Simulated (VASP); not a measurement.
Wanted: the native input for a VASP 6.6.1 run.

```
Task                   : electric field gradients
Functional             : PBE
Potentials or basis    : VASP PAW PBE potentials, release 64 (Sc_sv)
Cutoff                 : 520 eV
k mesh                 : 16 × 16 × 8
Occupations            : gaussian, width 0.05 eV
Spin                   : no spin polarisation
Dipole correction      : no
Further INCAR settings : ALGO = Normal; EDIFF = 1e-08; NBANDS = 18
```

The structure of Sc lies in POSCAR:

```
Sc
1.0
    3.3176230043      0.0000000000      0.0000000000
   -1.6588115021      2.8731458019      0.0000000000
    0.0000000000      0.0000000000      5.1656421988
Sc
2
Direct
    0.3333333333      0.6666666667      0.2500000000
    0.6666666667      0.3333333333      0.7500000000
```

One way to write it, as run:

INCAR

```
PREC     = Accurate       # precision mode
ENCUT    = 520            # plane-wave cutoff, eV
EDIFF    = 1E-8           # SCF threshold, eV
ISMEAR   = 0              # smearing method
SIGMA    = 0.05           # smearing width, eV
LREAL    = False          # projectors in reciprocal space
LASPH    = True           # aspherical terms in the spheres
NELM     = 80             # most SCF steps
ALGO     = Normal         # electronic algorithm
ISIF     = 2              # what is computed and relaxed
LWAVE    = False          # write WAVECAR
LCHARG   = False          # write CHGCAR
GGA      = PE             # functional
LEFG     = True         
NBANDS   = 18             # bands
```

KPOINTS

```
regular mesh
0
Gamma
  16 16 8
```

Potentials or basis: VASP PAW PBE potentials, release 64 (Sc_sv).

Command:

```sh
$ cat potpaw_PBE.64/Sc_sv/POTCAR > POTCAR
$ mpirun -np 1 vasp_std > vasp.out
```

It gave:

```json
{
 "Pressure": "0.0 GPa",
 "Band gap on the k mesh": "zero (bands 11 and 12 overlap by 1.49 eV)",
 "Largest electric field gradient by atom": "Sc +13.6 V/Å²"
}
```

Caveat: without QUAD_EFG the Cq values of the log hold for a quadrupole moment of 1 mb, not for the nuclei.

Wall time 2.8 min on 1 thread of Oxide Virtual Turin-like Processor (shared host), peak memory 0.22 GiB.
